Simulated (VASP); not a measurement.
Set up this calculation in VASP 6.6.1, as the native input.

```yaml
Task: relaxation of cell and atoms
Functional: PBE
Potentials_or_basis: VASP PAW PBE potentials, release 64 (Ca_sv, O)
Cutoff: 600 eV
k_mesh: 12 × 12 × 12
Occupations: fermi-dirac, width 0.05 eV
Spin: no spin polarisation
Dipole_correction: no
Further_INCAR_settings: ALGO = Normal; EDIFF = 1e-06; IBRION = 2; EDIFFG = -0.005; NSW = 100; ISIF = 3
```

The structure of CaO (rocksalt type) lies in POSCAR:

```
CaO
1.0
    0.0000000000      2.2944205951      2.2944205951
    2.2944205951      0.0000000000      2.2944205951
    2.2944205951      2.2944205951      0.0000000000
Ca O
1 1
Direct
    0.0000000000      0.0000000000      0.0000000000
    0.5000000000      0.5000000000      0.5000000000
```

These files were run (other wordings do the same):

INCAR

```
SYSTEM = CaO
PREC     = Accurate       ! precision mode
ENCUT    = 600            ! plane-wave cutoff, eV
EDIFF    = 1E-6           ! SCF threshold, eV
ISMEAR   = -1             ! smearing method
SIGMA    = 0.05           ! smearing width, eV
LREAL    = .FALSE.        ! projectors in reciprocal space
LASPH    = .TRUE.         ! aspherical terms in the spheres
NELM     = 80             ! most SCF steps
ALGO     = Normal         ! electronic algorithm
ISIF     = 3              ! what is computed and relaxed
LWAVE    = .FALSE.        ! write WAVECAR
LCHARG   = .FALSE.        ! write CHGCAR
GGA      = PE             ! functional
IBRION   = 2              ! ionic algorithm
NSW      = 100            ! ionic steps
EDIFFG   = -0.005         ! ionic threshold
```

KPOINTS

```
regular mesh
0
G
  12 12 12
  0 0 0
```

Potentials or basis: VASP PAW PBE potentials, release 64 (Ca_sv, O).

The run is started by

```sh
$ cat potpaw_PBE.64/Ca_sv/POTCAR potpaw_PBE.64/O/POTCAR > POTCAR
$ mpirun -np 1 vasp_std > vasp.out
```

It gave:

```yaml
Relaxed_volume: 14.16 Å³/atom
Relaxed_cell: a = 3.422 Å, b = 3.422 Å, c = 3.422 Å, α = 60.00°, β = 60.00°, γ = 60.00°
Space_group_after_relaxing_to_0.1_Å: Fm-3m (No. 225)
Energy_gained_by_relaxing: 133.7 meV/atom
Ionic_steps: 5
Pressure_after_relaxing: 0.0 GPa
Band_gap_on_the_k_mesh: 3.64 eV (least direct gap 4.02 eV)
```

Caveat: the volume moved by over 15 % at a fixed basis, so the end points are rough.

Wall time 3.4 min on 1 thread of Intel Xeon 8259CL, on a shared host, peak memory 0.18 GiB.
